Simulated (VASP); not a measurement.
Here is a VASP 6.6.1 calculation.

Contents of INCAR:

```
SYSTEM = InP3
PREC = Accurate
ENCUT = 520
EDIFF = 1E-6
ISMEAR = 0
SIGMA = 0.1
LREAL = .FALSE.
LASPH = .TRUE.
NELM = 60
ALGO = Normal
ISIF = 2
LWAVE = .FALSE.
LCHARG = .FALSE.
GGA = PS
NBANDS = 38
```

File KPOINTS:

```
regular mesh
0
G
  6 6 6
  0 0 0
```

Contents of POSCAR:

```
InP3
1.0
    3.6929776112      2.1321416180      3.2190232995
   -3.6929776112      2.1321416180      3.2190232995
    0.0000000000     -4.2642832359      3.2190232995
In P
2 6
Direct
    0.2749767908      0.2749767908      0.2749767908
    0.7250232092      0.7250232092      0.7250232092
    0.7929932733      0.2399267243      0.7929932733
    0.7929932733      0.7929932733      0.2399267243
    0.2399267243      0.7929932733      0.7929932733
    0.2070067267      0.7600732757      0.2070067267
    0.7600732757      0.2070067267      0.2070067267
    0.2070067267      0.2070067267      0.7600732757
```

Potentials or basis: VASP PAW PBE potentials, release 64 (In_d, P).

The run is started by

```sh
$ cat potpaw_PBE.64/In_d/POTCAR potpaw_PBE.64/P/POTCAR > POTCAR
$ mpirun -np 1 vasp_std > vasp.out
```

Estimate the band gap on the k mesh.

zero (bands 28 and 29 overlap by 0.43 eV).

What does it give for the largest force?

0.027 eV/Å.

Forces on the atoms (eV/Å):
```
In   0.000  0.000  0.000
In   0.000  0.000  0.000
P    0.016 -0.009  0.020
P    0.000  0.019  0.020
P   -0.016 -0.009  0.020
P   -0.016  0.009 -0.020
P    0.016  0.009 -0.020
P    0.000 -0.019 -0.020
```

Caveat: semilocal functionals underestimate gaps, and a narrow one can read as zero; the PAW data sets were made with another functional, which shifts forces and pressure a little; spin-orbit coupling is left out, which moves the levels of the heavy elements.
